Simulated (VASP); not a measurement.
Write the native input for VASP 6.6.1 that does the following.

- Task: single point
- Functional: PBE
- Potentials or basis: VASP PAW PBE potentials, release 64 (Sb, N)
- Cutoff: 520 eV
- k mesh: 6 × 6 × 4
- Occupations: gaussian, width 0.1 eV
- Spin: no spin polarisation
- Dipole correction: no
- Further INCAR settings: ALGO = Normal; EDIFF = 1e-06; NBANDS = 14

The structure of Sb2N lies in POSCAR:

```
Sb2N
1.0
    3.4503588397      0.0000000000      0.0000000000
    0.0000000000      3.4503588397      0.0000000000
    0.0000000000      0.0000000000      4.9496435504
Sb N
2 1
Direct
    0.5000000000      0.5000000000      0.5000000000
    0.0000000000      0.0000000000      0.0000000000
    0.0000000000      0.0000000000      0.5000000000
```

One way to write it, as run:

INCAR

```
ALGO = Normal ; EDIFF = 1E-6
ENCUT = 520 ; GGA = PE
ISIF = 2 ; ISMEAR = 0
LASPH = True ; LCHARG = True
LELF = True ; LREAL = False
LVHAR = True ; LWAVE = False
NBANDS = 14 ; NELM = 60
PREC = Accurate ; SIGMA = 0.1
```

KPOINTS

```
k-points
0
Gamma
  6 6 4
```

Potentials or basis: VASP PAW PBE potentials, release 64 (Sb, N).

Command:

```console
$ cat potpaw_PBE.64/Sb/POTCAR potpaw_PBE.64/N/POTCAR > POTCAR
$ mpirun -np 1 vasp_std > vasp.out
```

It gave:

```json
{"Pressure": "-0.5 GPa"}
```

It took 13 s on 1 thread of Intel(R) Xeon(R) Platinum 8559C (Emerald Rapids) (shared host), peak memory 0.19 GiB.
